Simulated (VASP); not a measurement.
**Al4NiPt3: single point with PBE**

The system is Al4NiPt3.

```
Al Ni Pt
1.0
     3.04005    0.00000    0.00000
     0.00000    3.04005    0.00000
     0.00000    0.00000   12.22028
Al Ni Pt
4 1 3
Cartesian
  0.0000 0.0000 7.4774
  0.0000 0.0000 4.7429
  0.0000 0.0000 1.5865
  0.0000 0.0000 10.6338
  1.5200 1.5200 6.1101
  1.5200 1.5200 3.1755
  1.5200 1.5200 0.0000
  1.5200 1.5200 9.0447
```

```yaml
Program: VASP 6.6.1
Task: single point
Functional: PBE
Potentials_or_basis: VASP PAW PBE potentials, release 64 (Al, Ni, Pt)
Cutoff: 520 eV
k_mesh: 12 × 12 × 4
Occupations: gaussian, width 0.1 eV
Spin: no spin polarisation
```

The pressure is -0.1 GPa and the largest force is 0.015 eV/Å. The band gap on the k mesh is zero (bands 26 and 27 overlap by 2.10 eV).

Forces in eV/Å, atoms in the order of the input:
```
Al   0.000  0.000  0.015
Al   0.000  0.000 -0.015
Al   0.000  0.000  0.002
Al   0.000  0.000 -0.002
Ni   0.000  0.000  0.000
Pt   0.000  0.000  0.002
Pt   0.000  0.000  0.000
Pt   0.000  0.000 -0.002
```

Levels at points of the mesh, in eV from the Fermi level:
| k point | band 24 | band 25 | band 26 | band 27 | band 28 | band 29 |
| --- | --- | --- | --- | --- | --- | --- |
| (0.00, 0.00, 0.00) | -1.59 | -0.97 | 0.27 | 0.50 | 4.20 | 4.20 |
| (0.50, 0.00, 0.00) | -1.65 | -1.22 | -0.88 | -0.72 | -0.72 | 1.05 |
| (0.50, 0.50, 0.00) | -0.52 | -0.30 | -0.30 | 0.97 | 1.07 | 1.43 |
| (0.00, 0.00, 0.50) | -1.59 | -0.99 | -0.48 | 1.92 | 3.36 | 4.60 |
| (0.50, 0.00, 0.50) | -1.66 | -0.97 | -0.95 | -0.78 | -0.70 | 1.82 |
| (0.50, 0.50, 0.50) | -1.12 | 1.01 | 1.03 | 1.03 | 1.03 | 1.05 |

Run time: 5.2 min on 1 thread of Intel(R) Xeon(R) Platinum 8375C CPU @ 2.90GHz (Ice Lake), on a shared host, peak memory 0.44 GiB.

Caveat: spin-orbit coupling is left out, which moves the levels of the heavy elements. Spin polarisation is off, so any magnetic state and its effect on volume and gap are missing.
